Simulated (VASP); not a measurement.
# Ti (Im-3m) in VASP: notebook

Ti is run at these levels: r2SCAN; tasks: single point.

Everything below comes from runs of VASP 6.6.1. Logs are shortened: lines on timing, memory, paths and dates and some standing lists are left out, and cuts for length are marked.

## Step 1: The cell of the first run

Symmetry: Im-3m, No. 229, cubic system. The conventional cell has a = 3.296 Å, b = 3.296 Å, c = 3.296 Å, α = 90.00°, β = 90.00°, γ = 90.00°. Within 3.8 Å of Ti (site symmetry m-3m) lie 14 Ti at 2.85 to 3.30 Å.

## Step 2: Single point, r2SCAN, collinear spin, ferromagnetic start

POSCAR

```
Ti
1.0
   -1.6478810356      1.6478810356      1.6478810356
    1.6478810356     -1.6478810356      1.6478810356
    1.6478810356      1.6478810356     -1.6478810356
Ti
1
Direct
    0.0000000000      0.0000000000      0.0000000000
```

INCAR.step1

```
SYSTEM = Ti
ALGO = Normal
EDIFF = 1E-4
ENCUT = 520
GGA = PE
ISMEAR = -1
ISPIN = 2
LASPH = .True.
LCHARG = .False.
LMAXMIX = 4
LREAL = .False.
LWAVE = .True.
MAGMOM = 1
NBANDS = 16
NELM = 150
PREC = Accurate
SIGMA = 0.05
```

INCAR.step2

```
SYSTEM = Ti
ALGO = Normal
EDIFF = 1E-6
ENCUT = 520
ISIF = 2
ISMEAR = -1
ISPIN = 2
ISTART = 1
LASPH = .True.
LCHARG = .False.
LMAXMIX = 4
LMIXTAU = .True.
LORBIT = 11
LREAL = .False.
LWAVE = .False.
MAGMOM = 1
METAGGA = R2SCAN
NBANDS = 16
NELM = 150
PREC = Accurate
SIGMA = 0.05
```

KPOINTS

```
k-points
0
Gamma
  13 13 13
  0 0 0
```

Potentials or basis: VASP PAW PBE potentials, release 64 (Ti_sv).

The run is started by

```console
cat potpaw_PBE.64/Ti_sv/POTCAR > POTCAR
cp INCAR.step1 INCAR
mpirun -np 1 vasp_std > vasp.out
cp INCAR.step2 INCAR
mpirun -np 1 vasp_std > vasp.out
```

OUTCAR:

```text
SYSTEM = Ti
   EDIFF = 1E-6
   ENCUT = 520
   ISIF = 2
   ISMEAR = -1
   ISPIN = 2
   ISTART = 1
   LASPH = .True.
   LORBIT = 11
   LREAL = .False.
   METAGGA = R2SCAN
   NELM = 150
   PREC = Accurate

 ion  position               nearest neighbor table
   1  0.000  0.000  0.000-

  LATTYP: Found a body centered cubic cell.
 ALAT       =     3.2957620712

  Lattice vectors:

 A1 = (  -1.6478810356,   1.6478810356,   1.6478810356)
 A2 = (   1.6478810356,  -1.6478810356,   1.6478810356)
 A3 = (   1.6478810356,   1.6478810356,  -1.6478810356)

Analysis of symmetry for initial positions (statically):
=====================================================================
 Subroutine PRICEL returns:
 Original cell was already a primitive cell.

 Routine SETGRP: Setting up the symmetry group for a
 body centered cubic supercell.

 Subroutine GETGRP returns: Found 48 space group operations
 (whereof 48 operations were pure point group operations)
 out of a pool of 48 trial point group operations.

The static configuration has the point symmetry O_h .

Analysis of symmetry for dynamics (positions and initial velocities):
=====================================================================
 Subroutine PRICEL returns:
 Original cell was already a primitive cell.

 Routine SETGRP: Setting up the symmetry group for a
 body centered cubic supercell.

 Subroutine GETGRP returns: Found 48 space group operations
 (whereof 48 operations were pure point group operations)
 out of a pool of 48 trial point group operations.

The dynamic configuration has the point symmetry O_h .

Analysis of structural, dynamic, and magnetic symmetry:
=====================================================================
 Subroutine PRICEL returns:
 Original cell was already a primitive cell.

 Routine SETGRP: Setting up the symmetry group for a
 body centered cubic supercell.

 Subroutine GETGRP returns: Found 48 space group operations
 (whereof 48 operations were pure point group operations)
 out of a pool of 48 trial point group operations.

The overall configuration has the point symmetry O_h .

 Subroutine INISYM returns: Found 48 space group operations
 (whereof 48 operations are pure point group operations),
 and found     1 'primitive' translations

----------------------------------------------------------------------------------------

                                     Primitive cell

  volume of cell :      17.8994

  direct lattice vectors                    reciprocal lattice vectors
    -1.647881036  1.647881036  1.647881036     0.000000000  0.303419961  0.303419961
     1.647881036 -1.647881036  1.647881036     0.303419961  0.000000000  0.303419961
     1.647881036  1.647881036 -1.647881036     0.303419961  0.303419961  0.000000000

  length of vectors
     2.854213678  2.854213678  2.854213678     0.429100624  0.429100624  0.429100624

  position of ions in fractional coordinates (direct lattice)
     0.000000000  0.000000000  0.000000000

  ion indices of the primitive-cell ions
   primitive index   ion index
                 1           1

----------------------------------------------------------------------------------------

 KPOINTS: k-points

Automatic generation of k-mesh.
 Grid dimensions read from file:
 generate k-points for:   13   13   13

 Generating k-lattice:

  Cartesian coordinates                     Fractional coordinates (reciprocal lattice)
     0.000000000  0.023339997  0.023339997     0.076923077  0.000000000  0.000000000
     0.023339997  0.000000000  0.023339997     0.000000000  0.076923077  0.000000000
     0.023339997  0.023339997  0.000000000     0.000000000  0.000000000  0.076923077

  Length of vectors
     0.033007740  0.033007740  0.033007740

  Shift w.r.t. Gamma in fractional coordinates (k-lattice)
     0.000000000  0.000000000  0.000000000

 Subroutine IBZKPT returns following result:
 ===========================================

 Found     84 irreducible k-points:

 Following reciprocal coordinates:
            Coordinates               Weight
  0.000000  0.000000  0.000000      1.000000
  0.076923  0.000000  0.000000     12.000000
  0.153846  0.000000  0.000000     12.000000
  0.230769  0.000000  0.000000     12.000000
  0.307692  0.000000  0.000000     12.000000
  0.384615  0.000000  0.000000     12.000000
[... 16 lines left out ...]
  0.153846  0.076923  0.076923     24.000000
  0.230769  0.076923  0.076923     24.000000
 [... further k-points ...]
   k-points           NKPTS =     84   k-points in BZ     NKDIM =     84   number of bands    NBANDS=     16
   number of dos      NEDOS =    301   number of ions     NIONS =      1
   total plane-waves  NPLWV =  13824
   dimension x,y,z NGX =    24 NGY =   24 NGZ =   24
   dimension x,y,z NGXF=    48 NGYF=   48 NGZF=   48
   ions per type =               1
   NGX,Y,Z   is equivalent  to a cutoff of  13.98, 13.98, 13.98 a.u.
   NGXF,Y,Z  is equivalent  to a cutoff of  27.96, 27.96, 27.96 a.u.
 SYSTEM =  Ti
   PREC   = accura    normal or accurate (medium, high low for compatibility)
   ISTART =      1    job   : 0-new  1-cont  2-samecut
   ICHARG =      0    charge: 1-file 2-atom 10-const
   ISPIN  =      2    spin polarized calculation?
   LNONCOLLINEAR =      F non collinear calculations
   LSORBIT =      F    spin-orbit coupling
   LASPH  =      T    aspherical Exc in radial PAW
   ENCUT  =  520.0 eV  38.22 Ry    6.18 a.u.   5.31  5.31  5.31*2*pi/ulx,y,z
   NELM   =    150;   NELMIN=  2; NELMDL=  0     # of ELM steps
   EDIFF  = 0.1E-05   stopping-criterion for ELM
   LREAL  =      F    real-space projection
   EDIFFG = 0.1E-04   stopping-criterion for IOM
   NSW    =      0    number of steps for IOM
   IBRION =     -1    ionic relax: 0-MD 1-quasi-New 2-CG
   NFREE  =      0    steps in history (QN), initial steepest desc. (CG)
   ISIF   =      2    stress and relaxation
   ISYM   =      2    0-nonsym 1-usesym 2-fastsym
   POTIM  = 0.5000    time-step for ionic-motion
   TEBEG  =    0.0;   TEEND  =   0.0 temperature during run
   PSTRESS=    0.0 pullay stress
   NELECT =      12.0000    total number of electrons
   NUPDOWN=      -1.0000    fix difference up-down
   EMIN   =  10.00;   EMAX   =-10.00  energy-range for DOS
   EFERMI =   0.00;   METHOD = LEGACY
   ISMEAR =    -1;   SIGMA  =   0.05  broadening in eV -4-tet -1-fermi 0-gaus
   EFERMI_NEDOS =   21; number of points for ismear=-14 and -15
   IALGO  =     38    algorithm
   IMIX   =      4    mixing-type and parameters
     AMIX     =   0.40;   BMIX     =  1.00
     AMIX_MAG =   1.60;   BMIX_MAG =  1.00
  volume/ion in A,a.u.               =      17.90       120.79
  Fermi-wavevector in a.u.,A,eV,Ry     =   1.432813  2.707623 27.932107  2.052952
  Thomas-Fermi vector in A             =   2.552399
   LORBIT       =     11    0 simple, 1 ext, 2 COOP (PROOUT), +10 PAW based schemes
   METAGGA = R2SCAN    functional components
   LHFCALC =     F    Hartree Fock is set to
   AEXX    =    0.0000 exact exchange contribution
   IVDW    =     0    specifies the selected vdW correction
   LEPSILON=     F    determine dielectric tensor
   LRPA    =     F    only Hartree local field effects (RPA)
 spin polarized calculation
  energy-cutoff  :      520.00
  volume of cell :       17.90
 maximum number of plane-waves:       490
 NGX is ok and might be reduce to    24
   NGX = 11   NGY = 11   NGZ = 11

 number of electron      12.0000003 magnetization      -0.0003188

 number of electron      12.0000003 magnetization       0.0007468

 Free energy of the ion-electron system (eV)
  ---------------------------------------------------
  ext. energy  EPLUGINS =         0.00000000
  ---------------------------------------------------
  free energy    TOTEN  =       -12.81559840 eV

  energy without entropy =      -12.79602715  energy(sigma->0) =      -12.80581277

 E-fermi :   7.8082     XC(G=0): -12.2460

 val. band max:        7.8062695694   @ k =   0.2308   0.0769   0.0769
 cond. band min:       7.8168777017   @ k =  -0.3846   0.3846   0.0769
 fundamental gap:      0.0106081323
 Fermi energy:         7.8082170835

 spin component 1

 k-point     1 :       0.0000    0.0000    0.0000
  band No.  band energies     occupation
      1     -51.1677      1.00000
      2     -26.0038      1.00000
      3     -26.0038      1.00000
      4     -26.0037      1.00000
      5       1.5320      1.00000
      6       8.9198      0.00000
[... 8 lines left out ...]
     15      31.7686      0.00000
     16      35.3139      0.00000

 k-point     2 :       0.0769    0.0000    0.0000
  band No.  band energies     occupation
      1     -51.1609      1.00000
      2     -26.0413      1.00000
      3     -26.0152      1.00000
      4     -26.0040      1.00000
      5       1.7360      1.00000
      6       8.8261      0.00000
[... 8 lines left out ...]
     15      32.0547      0.00000
     16      33.2909      0.00000
[... 387 lines left out ...]
      5       3.5571      1.00000
      6       8.0739      0.00490
[... 8 lines left out ...]
     15      32.7129      0.00000
     16      33.6796      0.00000

 k-point    24 :       0.2308    0.0769    0.0769
  band No.  band energies     occupation
      1     -51.0801      1.00000
      2     -26.4506      1.00000
      3     -26.1367      1.00000
      4     -26.0375      1.00000
      5       4.5458      1.00000
      6       7.7591      0.72768
[... 8 lines left out ...]
     15      33.0310      0.00000
     16      33.5946      0.00000

 [... further k-points ...]

 spin component 2

 k-point     1 :       0.0000    0.0000    0.0000
  band No.  band energies     occupation
      1     -51.1670      1.00000
      2     -26.0031      1.00000
      3     -26.0031      1.00000
      4     -26.0031      1.00000
      5       1.5327      1.00000
      6       8.9208      0.00000
[... 8 lines left out ...]
     15      31.7689      0.00000
     16      35.5622      0.00000

 k-point     2 :       0.0769    0.0000    0.0000
  band No.  band energies     occupation
      1     -51.1603      1.00000
      2     -26.0407      1.00000
      3     -26.0146      1.00000
      4     -26.0034      1.00000
      5       1.7366      1.00000
      6       8.8270      0.00000
[... 8 lines left out ...]
     15      32.0550      0.00000
     16      33.2916      0.00000
[... 387 lines left out ...]
      5       3.5578      1.00000
      6       8.0748      0.00482
[... 8 lines left out ...]
     15      32.7134      0.00000
     16      33.6803      0.00000

 k-point    24 :       0.2308    0.0769    0.0769
  band No.  band energies     occupation
      1     -51.0795      1.00000
      2     -26.4500      1.00000
      3     -26.1361      1.00000
      4     -26.0369      1.00000
      5       4.5465      1.00000
      6       7.7600      0.72415
[... 8 lines left out ...]
     15      33.0317      0.00000
     16      33.5951      0.00000

 [... further k-points ...]
[... 5 lines left out ...]
  --------------------------------------------------------------------------------------
  -------------------------------------------------------------------------------------
  Total       -0.4232721     -0.4232721     -0.4232721      0.0000000     -0.0000000      0.0000000
  in kB      -37.8872141    -37.8872141    -37.8872141      0.0000000     -0.0000000      0.0000000
  external PRESSURE =     -37.8872141 kB  Pullay stress =       0.0000000 kB

 VOLUME and BASIS-vectors are now :
 -----------------------------------------------------------------------------
  energy-cutoff  :      520.00
  volume of cell :       17.90
      direct lattice vectors                 reciprocal lattice vectors
    -1.647881036  1.647881036  1.647881036     0.000000000  0.303419961  0.303419961
     1.647881036 -1.647881036  1.647881036     0.303419961  0.000000000  0.303419961
     1.647881036  1.647881036 -1.647881036     0.303419961  0.303419961  0.000000000

 POSITION                                       TOTAL-FORCE (eV/Angst)
 -----------------------------------------------------------------------------------
      0.00000      0.00000      0.00000         0.000000      0.000000     -0.000000
 -----------------------------------------------------------------------------------
    total drift:                                0.000000      0.000000      0.000000

  FREE ENERGIE OF THE ION-ELECTRON SYSTEM (eV)
  ---------------------------------------------------
  free  energy   TOTEN  =       -12.8155983964 eV

  energy  without entropy=      -12.7960271475  energy(sigma->0) =      -12.80581277

 total charge

# of ion       s       p       d       tot
------------------------------------------
    1        2.234   6.125   1.829  10.189

 magnetization (x)

# of ion       s       p       d       tot
------------------------------------------
    1        0.000   0.000   0.001   0.001
```

Wall time 86 s (1 thread of Intel Xeon 6975P-C (Granite Rapids), shared host); peak memory 0.17 GiB.

Results:

| Item | Value |
| --- | --- |
| Free energy | -12.8156 eV |
| Pressure | -3.8 GPa |
| Band gap on the k mesh | zero (filled and empty bands overlap) |
| Net moment | 0.00 μB per cell |
| Valence electrons inside the program's atomic spheres | Ti 10.19 |

Levels at points of the mesh, in eV from the Fermi level:
Spin up:
```csv
k point,band 4,band 5,band 6,band 7,band 8,band 9
"(0.00, 0.00, 0.00)",-33.81,-6.28,1.11,1.11,1.11,2.83
```
Spin down:
```tsv
k point	band 4	band 5	band 6	band 7	band 8	band 9
(0.00, 0.00, 0.00)	-33.81	-6.28	1.11	1.11	1.11	2.83
```

Caveat: the PAW data sets were made with another functional, which shifts forces and pressure a little.

## Step 3: Single point, r2SCAN, collinear spin, ferromagnetic start (volume scaled by 0.88)

POSCAR

```
Ti
1.0
   -1.5791379833      1.5791379833      1.5791379833
    1.5791379833     -1.5791379833      1.5791379833
    1.5791379833      1.5791379833     -1.5791379833
Ti
1
Direct
    0.0000000000      0.0000000000      0.0000000000
```

INCAR.step1

```
ALGO     = Normal         # electronic algorithm
EDIFF    = 1E-4           # SCF threshold, eV
ENCUT    = 520            # plane-wave cutoff, eV
GGA      = PE             # functional
ISMEAR   = -1             # smearing method
ISPIN    = 2              # spin polarisation
LASPH    = True           # aspherical terms in the spheres
LCHARG   = False          # write CHGCAR
LMAXMIX  = 4              # l up to which the mixer works
LREAL    = False          # projectors in reciprocal space
LWAVE    = True           # write WAVECAR
MAGMOM   = 1.059          # initial moments
NBANDS   = 16             # bands
NELM     = 150            # most SCF steps
PREC     = Accurate       # precision mode
SIGMA    = 0.05           # smearing width, eV
```

INCAR.step2

```
ALGO     = Normal         # electronic algorithm
EDIFF    = 1E-6           # SCF threshold, eV
ENCUT    = 520            # plane-wave cutoff, eV
ISIF     = 2              # what is computed and relaxed
ISMEAR   = -1             # smearing method
ISPIN    = 2              # spin polarisation
ISTART   = 1            
LASPH    = True           # aspherical terms in the spheres
LCHARG   = True           # write CHGCAR
LELF     = True           # ELF
LMAXMIX  = 4              # l up to which the mixer works
LMIXTAU  = True         
LORBIT   = 11             # projections on sites
LREAL    = False          # projectors in reciprocal space
LVHAR    = True         
LWAVE    = False          # write WAVECAR
MAGMOM   = 1.059          # initial moments
METAGGA  = R2SCAN         # meta-GGA
NBANDS   = 16             # bands
NELM     = 150            # most SCF steps
PREC     = Accurate       # precision mode
SIGMA    = 0.05           # smearing width, eV
```

KPOINTS

```
k-points
0
Gamma
  15 15 15
```

Potentials or basis: VASP PAW PBE potentials, release 64 (Ti_sv).

The run is started by

```console
cat potpaw_PBE.64/Ti_sv/POTCAR > POTCAR
cp INCAR.step1 INCAR
mpirun -np 1 vasp_std > vasp.out
cp INCAR.step2 INCAR
mpirun -np 1 vasp_std > vasp.out
```

Run time: 1.7 min. Hardware: 1 thread of Intel Xeon 6975P-C (Granite Rapids), shared host; peak memory 0.16 GiB.

The run converged. Its results:

| Quantity | Value |
| --- | --- |
| Free energy | -12.7685 eV |
| Pressure | 11.7 GPa |
| Band gap on the k mesh | zero (filled and empty bands overlap) |
| Net moment | 0.01 μB per cell |
| Valence electrons inside the program's atomic spheres | Ti 10.36 |

Levels at points of the mesh, in eV from the Fermi level:
Spin up:
```
           k point  band 3  band 4  band 5  band 6  band 7  band 8  band 9  band 10
(0.00, 0.00, 0.00)  -33.38  -33.38   -6.53    1.23    1.23    1.23    3.24     3.24
```
Spin down:
```tsv
k point	band 3	band 4	band 5	band 6	band 7	band 8	band 9	band 10
(0.00, 0.00, 0.00)	-33.37	-33.37	-6.52	1.24	1.24	1.24	3.24	3.24
```

Caveat: the PAW data sets were made with another functional, which shifts forces and pressure a little.

(Part 1 of 2 ends here.)
